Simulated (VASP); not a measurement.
# Zr3S2 (P6/mmm) in VASP: further runs

Runs on Zr3S2. Level: PBE. Tasks: single point.

Program: VASP 6.6.1. These are calculated values, not measurements. Logs are shortened: lines on timing, memory, paths and dates and some standing lists are left out, and cuts for length are marked.

### 1 The cell of the first run

The structure is hexagonal, space group P6/mmm (No. 191). Conventional cell: a = 4.984 Å, b = 4.984 Å, c = 4.868 Å, α = 90.00°, β = 90.00°, γ = 120.00°. Within 3.2 Å of Zr (site symmetry -6m2) lie 2 S at 2.43 Å and 3 Zr at 2.88 Å. Zr (site symmetry 6/mmm) has 6 S at 2.88 Å and 12 Zr at 3.77 Å within 3.8 Å. S (site symmetry -6m2) has 5 Zr at 2.43 to 2.88 Å and 3 S at 2.88 Å within 3.2 Å.

The cell was built from a structure type or drawn by symmetry, and may not be a known phase.

### 2 Single point, PBE

Contents of INCAR:

```
PREC = Accurate
ENCUT = 520
EDIFF = 1E-6
ISMEAR = 0
SIGMA = 0.1
LREAL = F
LASPH = T
NELM = 60
ALGO = Normal
ISIF = 2
LWAVE = F
LCHARG = F
GGA = PE
NBANDS = 32
```

Contents of KPOINTS:

```
Automatic mesh
0
Gamma
  6 6 4
```

Contents of POSCAR:

```
Zr3S2
1.0
    4.9837778814      0.0000000000      0.0000000000
   -2.4918889407      4.3160782521      0.0000000000
    0.0000000000      0.0000000000      4.8676849679
Zr S
3 2
Direct
    0.3333333333      0.6666666667      0.5000000000
    0.6666666667      0.3333333333      0.5000000000
    0.0000000000      0.0000000000      0.0000000000
    0.3333333333      0.6666666667      0.0000000000
    0.6666666667      0.3333333333      0.0000000000
```

Potentials or basis: VASP PAW PBE potentials, release 64 (Zr_sv, S).

The run is started by

```console
cat potpaw_PBE.64/Zr_sv/POTCAR potpaw_PBE.64/S/POTCAR > POTCAR
mpirun -np 1 vasp_std > vasp.out
```

OUTCAR:

```text
PREC = Accurate
   ENCUT = 520
   EDIFF = 1E-6
   ISMEAR = 0
   LREAL = F
   LASPH = T
   NELM = 60
   ISIF = 2
   GGA = PE

 ion  position               nearest neighbor table
   1  0.333  0.667  0.500-   4 2.43   4 2.43   2 2.88   2 2.88   2 2.88   3 3.77   3 3.77   3 3.77
                             3 3.77   3 3.77   3 3.77
   2  0.667  0.333  0.500-   5 2.43   5 2.43   1 2.88   1 2.88   1 2.88   3 3.77   3 3.77   3 3.77
                             3 3.77   3 3.77   3 3.77
   3  0.000  0.000  0.000-   4 2.88   5 2.88   4 2.88   5 2.88   5 2.88   4 2.88   1 3.77   2 3.77
                             1 3.77   2 3.77   2 3.77   1 3.77   2 3.77   1 3.77   2 3.77   1 3.77
   4  0.333  0.667  0.000-   1 2.43   1 2.43   3 2.88   3 2.88   3 2.88
   5  0.667  0.333  0.000-   2 2.43   2 2.43   3 2.88   3 2.88   3 2.88

  LATTYP: Found a hexagonal cell.
 ALAT       =     4.9837778814
 C/A-ratio  =     0.9767058412

  Lattice vectors:

 A1 = (   4.9837778814,   0.0000000000,   0.0000000000)
 A2 = (  -2.4918889407,   4.3160782521,   0.0000000000)
 A3 = (   0.0000000000,   0.0000000000,   4.8676849679)

Analysis of symmetry for initial positions (statically):
=====================================================================
 Subroutine PRICEL returns:
 Original cell was already a primitive cell.

 Routine SETGRP: Setting up the symmetry group for a
 hexagonal supercell.

 Subroutine GETGRP returns: Found 24 space group operations
 (whereof 24 operations were pure point group operations)
 out of a pool of 24 trial point group operations.

The static configuration has the point symmetry D_6h.

Analysis of symmetry for dynamics (positions and initial velocities):
=====================================================================
 Subroutine PRICEL returns:
 Original cell was already a primitive cell.

 Routine SETGRP: Setting up the symmetry group for a
 hexagonal supercell.

 Subroutine GETGRP returns: Found 24 space group operations
 (whereof 24 operations were pure point group operations)
 out of a pool of 24 trial point group operations.

The dynamic configuration has the point symmetry D_6h.

 Subroutine INISYM returns: Found 24 space group operations
 (whereof 24 operations are pure point group operations),
 and found     1 'primitive' translations

----------------------------------------------------------------------------------------

                                     Primitive cell
[... 94 lines left out ...]
   LREAL  =      F    real-space projection
   EDIFFG = 0.1E-04   stopping-criterion for IOM
   NSW    =      0    number of steps for IOM
   IBRION =     -1    ionic relax: 0-MD 1-quasi-New 2-CG
   NFREE  =      0    steps in history (QN), initial steepest desc. (CG)
   ISIF   =      2    stress and relaxation
   ISYM   =      2    0-nonsym 1-usesym 2-fastsym
   POTIM  = 0.5000    time-step for ionic-motion
   TEBEG  =    0.0;   TEEND  =   0.0 temperature during run
   PSTRESS=    0.0 pullay stress
   NELECT =      48.0000    total number of electrons
   NUPDOWN=      -1.0000    fix difference up-down
   EMIN   =  10.00;   EMAX   =-10.00  energy-range for DOS
   EFERMI =   0.00;   METHOD = LEGACY
   ISMEAR =     0;   SIGMA  =   0.10  broadening in eV -4-tet -1-fermi 0-gaus
   EFERMI_NEDOS =   21; number of points for ismear=-14 and -15
   IALGO  =     38    algorithm
   IMIX   =      4    mixing-type and parameters
     AMIX     =   0.40;   BMIX     =  1.00
     AMIX_MAG =   1.60;   BMIX_MAG =  1.00
  volume/ion in A,a.u.               =      20.94       141.32
  Fermi-wavevector in a.u.,A,eV,Ry     =   1.262307  2.385415 21.679791  1.593420
  Thomas-Fermi vector in A             =   2.395722
   LORBIT       =      0    0 simple, 1 ext, 2 COOP (PROOUT), +10 PAW based schemes
   GGA     = PE    functional components
   LHFCALC =     F    Hartree Fock is set to
   AEXX    =    0.0000 exact exchange contribution
   IVDW    =     0    specifies the selected vdW correction
   LEPSILON=     F    determine dielectric tensor
   LRPA    =     F    only Hartree local field effects (RPA)
 non-spin polarized calculation
 Gauss-broadening in eV      SIGMA  =   0.10
  energy-cutoff  :      520.00
  volume of cell :      104.71
 maximum number of plane-waves:      2844
 NGX is ok and might be reduce to    40
   NGX = 19   NGY = 19   NGZ = 19

 number of electron      47.9999997 magnetization

 Free energy of the ion-electron system (eV)
  ---------------------------------------------------
  ext. energy  EPLUGINS =         0.00000000
  ---------------------------------------------------
  free energy    TOTEN  =       -36.37402153 eV

  energy without entropy =      -36.34592052  energy(sigma->0) =      -36.35997103

 E-fermi :   8.2295     XC(G=0): -10.7989

 val. band max:        8.2138682301   @ k =   0.3333   0.0000   0.0000
 cond. band min:       8.2528484974   @ k =   0.0000   0.0000   0.0000
 fundamental gap:      0.0389802673
 Fermi energy:         8.2295102237

 k-point     1 :       0.0000    0.0000    0.0000
  band No.  band energies     occupation
      1     -41.5006      2.00000
      2     -40.4061      2.00000
      3     -40.1699      2.00000
      4     -19.4894      2.00000
      5     -19.4894      2.00000
      6     -19.4032      2.00000
[... 724 lines left out ...]
     31      11.2994      0.00000
     32      11.2995      0.00000

------------------------ aborting loop because EDIFF is reached ----------------------------------------

  FORCE on cell =-STRESS in cart. coord.  units (eV):
  Direction    XX          YY          ZZ          XY          YZ          ZX
  --------------------------------------------------------------------------------------
  -------------------------------------------------------------------------------------
  Total       -0.0448346     -0.0448346      0.1475620      0.0000000      0.0000000      0.0000000
  in kB       -0.6860456     -0.6860456      2.2579516      0.0000000      0.0000000      0.0000000
  external PRESSURE =       0.2952868 kB  Pullay stress =       0.0000000 kB

 VOLUME and BASIS-vectors are now :
 -----------------------------------------------------------------------------
  energy-cutoff  :      520.00
  volume of cell :      104.71
      direct lattice vectors                 reciprocal lattice vectors
     4.983777881  0.000000000  0.000000000     0.200650997  0.115845907  0.000000000
    -2.491888941  4.316078252  0.000000000     0.000000000  0.231691814  0.000000000
     0.000000000  0.000000000  4.867684968     0.000000000  0.000000000  0.205436467

 POSITION                                       TOTAL-FORCE (eV/Angst)
 -----------------------------------------------------------------------------------
     -0.00000      2.87739      2.43384         0.000000     -0.000000      0.000000
      2.49189      1.43869      2.43384         0.000000      0.000000     -0.000000
      0.00000      0.00000      0.00000        -0.000000      0.000000      0.000000
     -0.00000      2.87739      0.00000        -0.000000      0.000000      0.000000
      2.49189      1.43869      0.00000         0.000000     -0.000000     -0.000000
 -----------------------------------------------------------------------------------
    total drift:                                0.000000     -0.000000      0.000000

  FREE ENERGIE OF THE ION-ELECTRON SYSTEM (eV)
  ---------------------------------------------------
  free  energy   TOTEN  =       -36.3740215279 eV

  energy  without entropy=      -36.3459205248  energy(sigma->0) =      -36.35997103
```

OSZICAR:

```text
N       E                     dE             d eps       ncg     rms          rms(c)
DAV:   1     0.443134343709E+03    0.44313E+03   -0.24658E+04  1344   0.145E+03
DAV:   2    -0.248373271887E+01   -0.44562E+03   -0.42936E+03  1584   0.401E+02
DAV:   3    -0.369837176375E+02   -0.34500E+02   -0.33473E+02  2192   0.869E+01
DAV:   4    -0.390296728906E+02   -0.20460E+01   -0.20354E+01  1992   0.192E+01
DAV:   5    -0.391078814686E+02   -0.78209E-01   -0.78181E-01  1992   0.333E+00    0.226E+01
DAV:   6    -0.364857190970E+02    0.26222E+01   -0.88914E+00  1920   0.123E+01    0.111E+01
DAV:   7    -0.364967466409E+02   -0.11028E-01   -0.22015E+00  1944   0.583E+00    0.545E+00
DAV:   8    -0.363823010870E+02    0.11445E+00   -0.63723E-01  1816   0.402E+00    0.246E+00
DAV:   9    -0.363735745289E+02    0.87266E-02   -0.73389E-02  1744   0.140E+00    0.390E-01
DAV:  10    -0.363739919453E+02   -0.41742E-03   -0.96484E-03  1848   0.455E-01    0.229E-01
DAV:  11    -0.363740466502E+02   -0.54705E-04   -0.23194E-03  1864   0.279E-01    0.418E-02
DAV:  12    -0.363740239873E+02    0.22663E-04   -0.15629E-04  1864   0.682E-02    0.209E-02
DAV:  13    -0.363740210323E+02    0.29550E-05   -0.10465E-05  1912   0.180E-02    0.614E-03
DAV:  14    -0.363740215279E+02   -0.49561E-06   -0.88843E-07  1240   0.497E-03
   1 F= -.36374022E+02 E0= -.36359971E+02  d E =-.281010E-01
```

It took 28 s on 1 thread of Intel Xeon 6975P-C (Granite Rapids), shared host; peak memory 0.25 GiB.

What came out:

```yaml
Free_energy: -36.3740 eV
Pressure: 0.0 GPa
Band_gap_on_the_k_mesh: zero (bands 24 and 25 overlap by 1.29 eV)
```

### 3 Single point, PBE

This run uses another cell than the first one, of 24.11 Å³/atom.

Contents of INCAR:

```
SYSTEM = Zr3S2
PREC     = Accurate       ! precision mode
ENCUT    = 520            ! plane-wave cutoff, eV
EDIFF    = 1E-6           ! SCF threshold, eV
ISMEAR   = 0              ! smearing method
SIGMA    = 0.1            ! smearing width, eV
LREAL    = .False.        ! projectors in reciprocal space
LASPH    = .True.         ! aspherical terms in the spheres
NELM     = 100            ! most SCF steps
ALGO     = Normal         ! electronic algorithm
ISIF     = 2              ! what is computed and relaxed
LWAVE    = .False.        ! write WAVECAR
LCHARG   = .False.        ! write CHGCAR
GGA      = PE             ! functional
NBANDS   = 32             ! bands
```

Contents of KPOINTS:

```
regular mesh
0
Gamma
  6 6 4
  0 0 0
```

Contents of POSCAR:

```
Zr3S2
1.0
    4.7007047800      0.0000000000      0.0000000000
   -2.3503523900      4.0709297600      0.0000000000
    0.0000000000      0.0000000000      6.2995596500
Zr S
3 2
Direct
    0.3333333300      0.6666666700      0.5000000000
    0.6666666700      0.3333333300      0.5000000000
    0.0000000000      0.0000000000      0.0000000000
    0.3333333300      0.6666666700      0.0000000000
    0.6666666700      0.3333333300      0.0000000000
```

Potentials or basis: VASP PAW PBE potentials, release 64 (Zr_sv, S).

The run is started by

```console
cat potpaw_PBE.64/Zr_sv/POTCAR potpaw_PBE.64/S/POTCAR > POTCAR
mpirun -np 1 vasp_std > vasp.out
```

OUTCAR:

```text
SYSTEM = Zr3S2
   PREC = Accurate
   ENCUT = 520
   EDIFF = 1E-6
   ISMEAR = 0
   LREAL = .False.
   LASPH = .True.
   NELM = 100
   ISIF = 2
   GGA = PE

 ion  position               nearest neighbor table
   1  0.333  0.667  0.500-   2 2.71   2 2.71   2 2.71   4 3.15   4 3.15
   2  0.667  0.333  0.500-   1 2.71   1 2.71   1 2.71   5 3.15   5 3.15
   3  0.000  0.000  0.000-   4 2.71   5 2.71   5 2.71   4 2.71   5 2.71   4 2.71
   4  0.333  0.667  0.000-   3 2.71   5 2.71   5 2.71   3 2.71   3 2.71   5 2.71   1 3.15   1 3.15

   5  0.667  0.333  0.000-   4 2.71   3 2.71   4 2.71   3 2.71   3 2.71   4 2.71   2 3.15   2 3.15

  LATTYP: Found a hexagonal cell.
 ALAT       =     4.7007047800
 C/A-ratio  =     1.3401308835

  Lattice vectors:

 A1 = (   4.7007047800,   0.0000000000,   0.0000000000)
 A2 = (  -2.3503523900,   4.0709297600,   0.0000000000)
 A3 = (   0.0000000000,   0.0000000000,   6.2995596500)

Analysis of symmetry for initial positions (statically):
=====================================================================
 Subroutine PRICEL returns:
 Original cell was already a primitive cell.

[... 175 lines left out ...]
 cond. band min:       6.7049950282   @ k =   0.3333   0.3333   0.5000
 fundamental gap:      0.0145303861
 Fermi energy:         6.6926063660

 k-point     1 :       0.0000    0.0000    0.0000
  band No.  band energies     occupation
      1     -42.9092      2.00000
      2     -42.2529      2.00000
      3     -41.8268      2.00000
      4     -21.0433      2.00000
      5     -20.8184      2.00000
      6     -20.8184      2.00000
[... 724 lines left out ...]
     31       9.1133      0.00000
     32       9.1133      0.00000

------------------------ aborting loop because EDIFF is reached ----------------------------------------

  FORCE on cell =-STRESS in cart. coord.  units (eV):
  Direction    XX          YY          ZZ          XY          YZ          ZX
  --------------------------------------------------------------------------------------
  -------------------------------------------------------------------------------------
  Total        3.1297681      3.1297681    -15.8158602      0.0000000     -0.0000000      0.0000000
  in kB       41.5964212     41.5964213   -210.2018924      0.0000000     -0.0000000      0.0000000
  external PRESSURE =     -42.3363499 kB  Pullay stress =       0.0000000 kB

 VOLUME and BASIS-vectors are now :
 -----------------------------------------------------------------------------
  energy-cutoff  :      520.00
  volume of cell :      120.55
      direct lattice vectors                 reciprocal lattice vectors
     4.700704780  0.000000000  0.000000000     0.212734057  0.122822065  0.000000000
    -2.350352390  4.070929760  0.000000000     0.000000000  0.245644130  0.000000000
     0.000000000  0.000000000  6.299559650     0.000000000  0.000000000  0.158741254

 POSITION                                       TOTAL-FORCE (eV/Angst)
 -----------------------------------------------------------------------------------
     -0.00000      2.71395      3.14978        -0.000000      0.000000      0.000000
      2.35035      1.35698      3.14978         0.000000      0.000000      0.000000
      0.00000      0.00000      0.00000        -0.000000      0.000000      0.000000
     -0.00000      2.71395      0.00000        -0.000000     -0.000000      0.000000
      2.35035      1.35698      0.00000        -0.000000      0.000000     -0.000000
 -----------------------------------------------------------------------------------
    total drift:                               -0.000000      0.000000      0.000000

  FREE ENERGIE OF THE ION-ELECTRON SYSTEM (eV)
  ---------------------------------------------------
  free  energy   TOTEN  =       -32.9089406144 eV

  energy  without entropy=      -32.8650800014  energy(sigma->0) =      -32.88701031
```

OSZICAR:

```text
N       E                     dE             d eps       ncg     rms          rms(c)
DAV:   1     0.444150689376E+03    0.44415E+03   -0.24317E+04  1344   0.144E+03
DAV:   2     0.242199127944E+01   -0.44173E+03   -0.42580E+03  1568   0.391E+02
DAV:   3    -0.332791300427E+02   -0.35701E+02   -0.34130E+02  2256   0.856E+01
DAV:   4    -0.353467158661E+02   -0.20676E+01   -0.20270E+01  1968   0.190E+01
DAV:   5    -0.354172365701E+02   -0.70521E-01   -0.70350E-01  2000   0.315E+00    0.182E+01
DAV:   6    -0.329954665700E+02    0.24218E+01   -0.10159E+01  1752   0.118E+01    0.919E+00
DAV:   7    -0.330340024156E+02   -0.38536E-01   -0.17520E+00  2056   0.522E+00    0.484E+00
DAV:   8    -0.329599269959E+02    0.74075E-01   -0.12003E+00  1768   0.330E+00    0.253E+00
DAV:   9    -0.329089044379E+02    0.51023E-01   -0.98966E-02  1728   0.156E+00    0.588E-01
DAV:  10    -0.329092667512E+02   -0.36231E-03   -0.30078E-02  1896   0.661E-01    0.295E-01
DAV:  11    -0.329089985695E+02    0.26818E-03   -0.71099E-03  1808   0.395E-01    0.931E-02
DAV:  12    -0.329089496130E+02    0.48956E-04   -0.66141E-04  1864   0.129E-01    0.396E-02
DAV:  13    -0.329089387853E+02    0.10828E-04   -0.10450E-04  1848   0.469E-02    0.642E-03
DAV:  14    -0.329089409117E+02   -0.21264E-05   -0.64768E-06  1816   0.117E-02    0.522E-03
DAV:  15    -0.329089406144E+02    0.29732E-06   -0.47439E-07  1104   0.355E-03
   1 F= -.32908941E+02 E0= -.32887010E+02  d E =-.438606E-01
```

stdout:

```text
POSCAR found type information on POSCAR ZrS
 POSCAR found :  2 types and       5 ions
 scaLAPACK will be used
 LDA part: xc-table for (Slater+PW92), standard interpolation
 POSCAR, INCAR and KPOINTS ok, starting setup
 FFT: planning ... GRIDC
 FFT: planning ... GRID_SOFT
 FFT: planning ... GRID
 WAVECAR not read
 entering main loop
```

Wall time 32 s (1 thread of Intel Xeon 6975P-C (Granite Rapids), shared host); peak memory 0.26 GiB.

What came out:

- Free energy: -32.9089 eV
- Pressure: -4.2 GPa
- Band gap on the k mesh: zero (bands 24 and 25 overlap by 1.18 eV)

Stress tensor (GPa, compression positive):
```
  4.16   0.00   0.00
  0.00   4.16   0.00
  0.00   0.00 -21.02
```

Caveat: the cell stands under tension.
